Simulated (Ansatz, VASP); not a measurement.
## One calculation of Ta4N, two programs

```
Ta N
1.0
     4.85757    0.00000    0.00000
     0.00000    4.85757    0.00000
     0.00000    0.00000    4.85757
Ta N
4 1
Direct
  0.50000 0.50000 0.50000
  0.00000 0.50000 0.50000
  0.50000 0.00000 0.50000
  0.50000 0.50000 0.00000
  0.00000 0.00000 0.00000
```

Change from the starting cell: species swapped into the Mn4N type (Pm-3m, No. 221).

Alike in both runs: task relaxation of cell and atoms; functional PBE; k mesh 8 × 8 × 8; occupations gaussian, width 0.1 eV; no spin polarisation.

|  | VASP | Ansatz |
| --- | --- | --- |
| version | VASP 6.6.1 | Ansatz 0.2.0 |
| potentials or method | VASP PAW PBE potentials, release 64 (Ta_pv, N), cutoff 600 eV | scalar-relativistic, plane waves, PAW |
| valence electrons in the cell | 49 | 57 |

```tsv
	VASP	Ansatz	Ansatz less VASP
gap on the k mesh at the Fermi level, each at its own relaxed structure (eV)	none	none	-
relaxed volume (Å³/atom)	23.17	23.12	-0.056
relaxed cell length with the largest relative difference (Å)	4.875	4.871	-0.0039
```

A gap of «none» marks a metal or a gap that the smearing closes. VASP's potentials hold 49 valence electrons a cell and Ansatz's 57, so a difference there can come from the potentials and not from the codes.

Spin-orbit coupling is off throughout.
